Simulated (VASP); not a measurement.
# Nb (P6_3/mmc) in VASP: notebook

Nb is run at these levels: PBE; tasks: single point, relaxation of cell and atoms.

All numbers are computed with VASP 6.6.1; they aren't measurements. Logs are shortened: lines on timing, memory, paths and dates and some standing lists are left out, and cuts for length are marked.

## (1) The cell of the first run

It takes space group P6_3/mmc (No. 194, hexagonal). The conventional cell has a = 2.845 Å, b = 2.845 Å, c = 5.182 Å, α = 90.00°, β = 90.00°, γ = 120.00°. Nb (site symmetry -6m2) has 12 Nb at 2.84 to 3.07 Å within 3.7 Å.

This isn't the form of Nb at room conditions, which is bcc.

## (2) Single point, PBE

Contents of INCAR:

```
SYSTEM = Nb
PREC = Accurate ; ENCUT = 520
EDIFF = 1E-6 ; ISMEAR = -1
SIGMA = 0.1 ; LREAL = .False.
LASPH = .True. ; NELM = 80
ALGO = Normal ; ISIF = 2
LWAVE = .False. ; LCHARG = .False.
GGA = PE ; NBANDS = 20
```

Contents of KPOINTS:

```
Automatic mesh
0
Gamma
  12 12 7
  0 0 0
```

Contents of POSCAR:

```
Nb
1.0
    1.4223111691      2.4635152091      0.0000000000
   -1.4223111691      2.4635152091      0.0000000000
    0.0000000000      0.0000000000      5.1820812647
Nb
2
Direct
    0.3333333333      0.3333333333      0.2500000000
    0.6666666667      0.6666666667      0.7500000000
```

Potentials or basis: VASP PAW PBE potentials, release 64 (Nb_sv).

Run with:

```
> cat potpaw_PBE.64/Nb_sv/POTCAR > POTCAR
> mpirun -np 1 vasp_std > vasp.out
```

OUTCAR:

```text
SYSTEM = Nb
   PREC = Accurate
   ENCUT = 520
   EDIFF = 1E-6
   ISMEAR = -1
   LREAL = .False.
   LASPH = .True.
   NELM = 80
   ISIF = 2
   GGA = PE

 ion  position               nearest neighbor table
   1  0.333  0.333  0.250-
   2  0.667  0.667  0.750-

  LATTYP: Found a hexagonal cell.
 ALAT       =     2.8446223382
 C/A-ratio  =     1.8217115133

  Lattice vectors:

 A1 = (   1.4223111691,  -2.4635152091,   0.0000000000)
 A2 = (   1.4223111691,   2.4635152091,   0.0000000000)
 A3 = (   0.0000000000,   0.0000000000,   5.1820812647)

Analysis of symmetry for initial positions (statically):
=====================================================================
 Subroutine PRICEL returns:
 Original cell was already a primitive cell.

 Routine SETGRP: Setting up the symmetry group for a
 hexagonal supercell.

 Subroutine GETGRP returns: Found 24 space group operations
 (whereof 12 operations were pure point group operations)
 out of a pool of 24 trial point group operations.

The static configuration has the point symmetry D_3d.
 The point group associated with its full space group is D_6h.

Analysis of symmetry for dynamics (positions and initial velocities):
=====================================================================
 Subroutine PRICEL returns:
 Original cell was already a primitive cell.

 Routine SETGRP: Setting up the symmetry group for a
 hexagonal supercell.

 Subroutine GETGRP returns: Found 24 space group operations
 (whereof 12 operations were pure point group operations)
 out of a pool of 24 trial point group operations.

The dynamic configuration has the point symmetry D_3d.
 The point group associated with its full space group is D_6h.

 Subroutine INISYM returns: Found 24 space group operations
 (whereof 12 operations are pure point group operations),
 and found     1 'primitive' translations

----------------------------------------------------------------------------------------

                                     Primitive cell

  volume of cell :      36.3148

  direct lattice vectors                    reciprocal lattice vectors
     1.422311169  2.463515209  0.000000000     0.351540514  0.202962011  0.000000000
    -1.422311169  2.463515209  0.000000000    -0.351540514  0.202962011  0.000000000
     0.000000000  0.000000000  5.182081265     0.000000000  0.000000000  0.192972659

  length of vectors
     2.844622338  2.844622338  5.182081265     0.405924021  0.405924021  0.192972659

  position of ions in fractional coordinates (direct lattice)
     0.333333333  0.333333333  0.250000000
     0.666666667  0.666666667  0.750000000

  ion indices of the primitive-cell ions
   primitive index   ion index
                 1           1
                 2           2

----------------------------------------------------------------------------------------

 KPOINTS: Automatic mesh

Automatic generation of k-mesh.
 Grid dimensions read from file:
 generate k-points for:   12   12    7

 Generating k-lattice:

  Cartesian coordinates                     Fractional coordinates (reciprocal lattice)
     0.029295043  0.016913501  0.000000000     0.083333333  0.000000000  0.000000000
    -0.029295043  0.016913501  0.000000000     0.000000000  0.083333333  0.000000000
     0.000000000  0.000000000  0.027567523     0.000000000  0.000000000  0.142857143

  Length of vectors
     0.033827002  0.033827002  0.027567523

  Shift w.r.t. Gamma in fractional coordinates (k-lattice)
     0.000000000  0.000000000  0.000000000

 Subroutine IBZKPT returns following result:
 ===========================================

 Found     76 irreducible k-points:

 Following reciprocal coordinates:
            Coordinates               Weight
  0.000000  0.000000  0.000000      1.000000
  0.083333  0.000000  0.000000      6.000000
  0.166667  0.000000  0.000000      6.000000
  0.250000  0.000000  0.000000      6.000000
  0.333333  0.000000  0.000000      6.000000
  0.416667  0.000000  0.000000      6.000000
[... 16 lines left out ...]
  0.250000  0.000000  0.142857     12.000000
  0.333333  0.000000  0.142857     12.000000
 [... further k-points ...]
   k-points           NKPTS =     76   k-points in BZ     NKDIM =     76   number of bands    NBANDS=     20
   number of dos      NEDOS =    301   number of ions     NIONS =      2
   total plane-waves  NPLWV =  23040
   dimension x,y,z NGX =    24 NGY =   24 NGZ =   40
   dimension x,y,z NGXF=    48 NGYF=   48 NGZF=   80
   ions per type =               2
   NGX,Y,Z   is equivalent  to a cutoff of  14.03, 14.03, 12.83 a.u.
   NGXF,Y,Z  is equivalent  to a cutoff of  28.05, 28.05, 25.66 a.u.
 SYSTEM =  Nb
   PREC   = accura    normal or accurate (medium, high low for compatibility)
   ISTART =      0    job   : 0-new  1-cont  2-samecut
   ICHARG =      2    charge: 1-file 2-atom 10-const
   ISPIN  =      1    spin polarized calculation?
   LNONCOLLINEAR =      F non collinear calculations
   LSORBIT =      F    spin-orbit coupling
   LASPH  =      T    aspherical Exc in radial PAW
   ENCUT  =  520.0 eV  38.22 Ry    6.18 a.u.   5.29  5.29  9.64*2*pi/ulx,y,z
   NELM   =     80;   NELMIN=  2; NELMDL= -5     # of ELM steps
   EDIFF  = 0.1E-05   stopping-criterion for ELM
   LREAL  =      F    real-space projection
   EDIFFG = 0.1E-04   stopping-criterion for IOM
   NSW    =      0    number of steps for IOM
   IBRION =     -1    ionic relax: 0-MD 1-quasi-New 2-CG
   NFREE  =      0    steps in history (QN), initial steepest desc. (CG)
   ISIF   =      2    stress and relaxation
   ISYM   =      2    0-nonsym 1-usesym 2-fastsym
   POTIM  = 0.5000    time-step for ionic-motion
   TEBEG  =    0.0;   TEEND  =   0.0 temperature during run
   PSTRESS=    0.0 pullay stress
   NELECT =      26.0000    total number of electrons
   NUPDOWN=      -1.0000    fix difference up-down
   EMIN   =  10.00;   EMAX   =-10.00  energy-range for DOS
   EFERMI =   0.00;   METHOD = LEGACY
   ISMEAR =    -1;   SIGMA  =   0.10  broadening in eV -4-tet -1-fermi 0-gaus
   EFERMI_NEDOS =   21; number of points for ismear=-14 and -15
   IALGO  =     38    algorithm
   IMIX   =      4    mixing-type and parameters
     AMIX     =   0.40;   BMIX     =  1.00
     AMIX_MAG =   1.60;   BMIX_MAG =  1.00
  volume/ion in A,a.u.               =      18.16       122.53
  Fermi-wavevector in a.u.,A,eV,Ry     =   1.464551  2.767601 29.183279  2.144910
  Thomas-Fermi vector in A             =   2.580514
   LORBIT       =      0    0 simple, 1 ext, 2 COOP (PROOUT), +10 PAW based schemes
   GGA     = PE    functional components
[... 5 lines left out ...]
 non-spin polarized calculation
  energy-cutoff  :      520.00
  volume of cell :       36.31
 maximum number of plane-waves:       996
 NGX is ok and might be reduce to    24
   NGX = 11   NGY = 11   NGZ = 19

 number of electron      25.9999998 magnetization

 Free energy of the ion-electron system (eV)
  ---------------------------------------------------
  ext. energy  EPLUGINS =         0.00000000
  ---------------------------------------------------
  free energy    TOTEN  =       -19.87900974 eV

  energy without entropy =      -19.79292839  energy(sigma->0) =      -19.83596907

 E-fermi :  11.4273     XC(G=0): -12.4431

 val. band max:       11.4271907151   @ k =   0.1667   0.0833   0.0000
 cond. band min:      11.4319724749   @ k =   0.4167   0.1667   0.2857
 fundamental gap:      0.0047817599
 Fermi energy:        11.4273479384

 k-point     1 :       0.0000    0.0000    0.0000
  band No.  band energies     occupation
      1     -43.2941      2.00000
      2     -43.1535      2.00000
      3     -19.8183      2.00000
      4     -18.8018      2.00000
      5     -18.5766      2.00000
      6     -18.5766      2.00000
[... 12 lines left out ...]
     19      15.8187      0.00000
     20      15.8187      0.00000

 k-point     2 :       0.0833    0.0000    0.0000
  band No.  band energies     occupation
      1     -43.2774      2.00000
      2     -43.1410      2.00000
      3     -19.7889      2.00000
      4     -18.8029      2.00000
      5     -18.6751      2.00000
      6     -18.6025      2.00000
[... 12 lines left out ...]
     19      15.8963      0.00000
     20      16.4711      0.00000

 k-point     3 :       0.1667    0.0000    0.0000
  band No.  band energies     occupation
      1     -43.2313      2.00000
      2     -43.1069      2.00000
      3     -19.7055      2.00000
      4     -18.9410      2.00000
      5     -18.8489      2.00000
      6     -18.8085      2.00000
[... 12 lines left out ...]
     19      16.0177      0.00000
     20      17.7682      0.00000

 k-point     4 :       0.2500    0.0000    0.0000
  band No.  band energies     occupation
      1     -43.1664      2.00000
      2     -43.0611      2.00000
      3     -19.5819      2.00000
      4     -19.2964      2.00000
      5     -19.1931      2.00000
      6     -18.8248      2.00000
[... 12 lines left out ...]
     19      16.0740      0.00000
     20      19.1729      0.00000

 k-point     5 :       0.3333    0.0000    0.0000
  band No.  band energies     occupation
      1     -43.0983      2.00000
      2     -43.0171      2.00000
      3     -19.6420      2.00000
      4     -19.5221      2.00000
      5     -19.4402      2.00000
      6     -18.8580      2.00000
[... 12 lines left out ...]
     19      16.0663      0.00000
     20      20.3584      0.00000
[... 353 lines left out ...]
      6     -18.5977      2.00000
[... 12 lines left out ...]
     19      15.8467      0.00000
     20      16.2876      0.00000

 k-point    22 :       0.1667    0.0000    0.1429
  band No.  band energies     occupation
      1     -43.2252      2.00000
      2     -43.1132      2.00000
      3     -19.6671      2.00000
      4     -18.9391      2.00000
      5     -18.9044      2.00000
      6     -18.7968      2.00000
[... 12 lines left out ...]
     19      15.9289      0.00000
     20      17.2769      0.00000

 k-point    23 :       0.2500    0.0000    0.1429
  band No.  band energies     occupation
      1     -43.1612      2.00000
      2     -43.0664      2.00000
      3     -19.5658      2.00000
      4     -19.2778      2.00000
      5     -19.2082      2.00000
      6     -18.8457      2.00000
[... 12 lines left out ...]
     19      15.9554      0.00000
     20      18.2225      0.00000

 k-point    24 :       0.3333    0.0000    0.1429
  band No.  band energies     occupation
      1     -43.0944      2.00000
      2     -43.0211      2.00000
      3     -19.6652      2.00000
      4     -19.5475      2.00000
      5     -19.3755      2.00000
      6     -18.8735      2.00000
[... 12 lines left out ...]
     19      16.0169      0.00000
     20      18.8272      0.00000

 [... further k-points ...]

------------------------ aborting loop because EDIFF is reached ----------------------------------------

  FORCE on cell =-STRESS in cart. coord.  units (eV):
  Direction    XX          YY          ZZ          XY          YZ          ZX
  --------------------------------------------------------------------------------------
  -------------------------------------------------------------------------------------
  Total        1.0564185      1.0564185      1.0494189      0.0000000      0.0000000     -0.0000000
  in kB       46.6082186     46.6082186     46.2994032      0.0000000      0.0000000     -0.0000000
  external PRESSURE =      46.5052801 kB  Pullay stress =       0.0000000 kB

 VOLUME and BASIS-vectors are now :
 -----------------------------------------------------------------------------
  energy-cutoff  :      520.00
  volume of cell :       36.31
      direct lattice vectors                 reciprocal lattice vectors
     1.422311169  2.463515209  0.000000000     0.351540514  0.202962011  0.000000000
    -1.422311169  2.463515209  0.000000000    -0.351540514  0.202962011  0.000000000
     0.000000000  0.000000000  5.182081265     0.000000000  0.000000000  0.192972659

 POSITION                                       TOTAL-FORCE (eV/Angst)
 -----------------------------------------------------------------------------------
      0.00000      1.64234      1.29552        -0.000000      0.000000      0.000000
      0.00000      3.28469      3.88656         0.000000     -0.000000      0.000000
 -----------------------------------------------------------------------------------
    total drift:                               -0.000000     -0.000000     -0.000000

  FREE ENERGIE OF THE ION-ELECTRON SYSTEM (eV)
  ---------------------------------------------------
  free  energy   TOTEN  =       -19.8790097375 eV

  energy  without entropy=      -19.7929283942  energy(sigma->0) =      -19.83596907
```

Wall time 24 s (1 thread of Intel Xeon Platinum 8488C (Sapphire Rapids), shared host); peak memory 0.18 GiB.

What came out:

* Free energy: -19.8790 eV
* Pressure: 4.7 GPa
* Band gap on the k mesh: zero (bands 13 and 14 overlap by 2.36 eV)

Levels at points of the mesh, in eV from the Fermi level:
| k point | band 10 | band 11 | band 12 | band 13 | band 14 | band 15 | band 16 | band 17 |
| --- | --- | --- | --- | --- | --- | --- | --- | --- |
| (0.00, 0.00, 0.00) | -3.97 | -1.00 | 0.31 | 0.31 | 0.53 | 0.77 | 0.77 | 2.62 |
| (0.50, 0.00, 0.00) | -3.37 | -3.36 | -0.53 | 0.31 | 0.40 | 0.71 | 4.60 | 5.63 |

Caveat: the cell stands under pressure.

## (3) Relaxation of cell and atoms, PBE, target pressure 5 GPa, at which the enthalpy is minimised

This run uses another cell than the first one, of 20.21 Å³/atom.

Contents of INCAR:

```
SYSTEM = Nb
  ALGO = Normal
  EDIFF = 1E-7
  EDIFFG = -0.03
  ENCUT = 600
  GGA = PE
  IBRION = 2
  ISIF = 3
  ISMEAR = -1
  LASPH = .TRUE.
  LCHARG = .FALSE.
  LREAL = .FALSE.
  LWAVE = .FALSE.
  NELM = 100
  NSW = 80
  PREC = Accurate
  PSTRESS = 50.0
  SIGMA = 0.1
```

Contents of KPOINTS:

```
k-points
0
G
  12 12 7
  0 0 0
```

Contents of POSCAR:

```
Nb
1.0
    1.5489890000      2.6829260000      0.0000000000
   -1.5489890000      2.6829260000      0.0000000000
    0.0000000000      0.0000000000      4.8638980000
Nb
2
Direct
    0.3333300000      0.3333400000      0.2500000000
    0.6666600000      0.6666700000      0.7500000000
```

Potentials or basis: VASP PAW PBE potentials, release 64 (Nb_sv).

Run with:

```
> cat potpaw_PBE.64/Nb_sv/POTCAR > POTCAR
> mpirun -np 1 vasp_std > vasp.out
```

Wall time 14 min (1 thread of Intel Xeon Platinum 8488C (Sapphire Rapids), shared host); peak memory 0.29 GiB.

It converged, with:

```yaml
Free_energy: -19.8790 eV
Relaxed_volume: 18.13 Å³/atom
Relaxed_cell: a = 2.845 Å, b = 2.845 Å, c = 5.173 Å, α = 90.00°, β = 90.00°, γ = 60.00°
Space_group_after_relaxing_to_0.1_Å: P6_3/mmc (No. 194)
Energy_change_on_relaxing_the_run_minimises_the_enthalpy: -127.9 meV/atom
Ionic_steps: 13
Pressure_after_relaxing: 5.0 GPa
Band_gap_on_the_k_mesh: zero (bands 13 and 14 overlap by 2.36 eV)
```

Stress tensor (GPa, compression positive):
```
4.85 0.00 0.00
0.00 4.86 0.00
0.00 0.00 5.17
```

Step by step:
| step | energy change (eV) | largest force (eV/Å) | pressure (GPa) | volume (Å³) |
| --- | --- | --- | --- | --- |
| 1 | 0.0000 | 0.0000 | -11.13 | 40.43 |
| 2 | 0.9726 | 0.0001 | 56.35 | 29.63 |
| 3 | -0.1182 | 0.0000 | 4.28 | 36.38 |
| 4 | -0.1122 | 0.0000 | 5.43 | 36.15 |
| 5 | -0.1096 | 0.0000 | 5.85 | 36.07 |
| 6 | -0.1565 | 0.0001 | 6.22 | 35.99 |
| 7 | -0.2179 | 0.0001 | 9.01 | 35.53 |
| 8 | -0.2303 | 0.0001 | 7.58 | 35.72 |
| 9 | -0.2310 | 0.0001 | 8.06 | 35.65 |
| 10 | -0.2629 | 0.0002 | -2.22 | 37.92 |
| 11 | -0.2549 | 0.0001 | 5.10 | 36.23 |
| 12 | -0.2544 | 0.0001 | 5.18 | 36.22 |
| 13 | -0.2557 | 0.0002 | 4.96 | 36.26 |

Final structure:
```xyz
2
Lattice="1.4224 2.4639 0.0000 -1.4224 2.4639 0.0000 0.0000 0.0000 5.1727" Properties=species:S:1:pos:R:3 pbc="T T T"
Nb    0.0000    1.6426    1.2932
Nb    0.0000    3.2851    3.8795
```

Levels at points of the mesh, in eV from the Fermi level:
```tsv
k point	band 9	band 10	band 11	band 12	band 13	band 14	band 15	band 16	band 17
(0.00, 0.00, 0.00)	-6.28	-3.97	-0.98	0.31	0.31	0.55	0.77	0.78	2.61
(0.50, 0.00, 0.00)	-3.75	-3.38	-3.37	-0.52	0.30	0.41	0.70	4.61	5.63
(0.50, 0.50, 0.00)	-3.75	-3.38	-3.37	-0.52	0.30	0.40	0.70	4.61	5.63
```

Caveat: the cell is relaxed towards a set pressure, so the run minimises the enthalpy, not the energy.
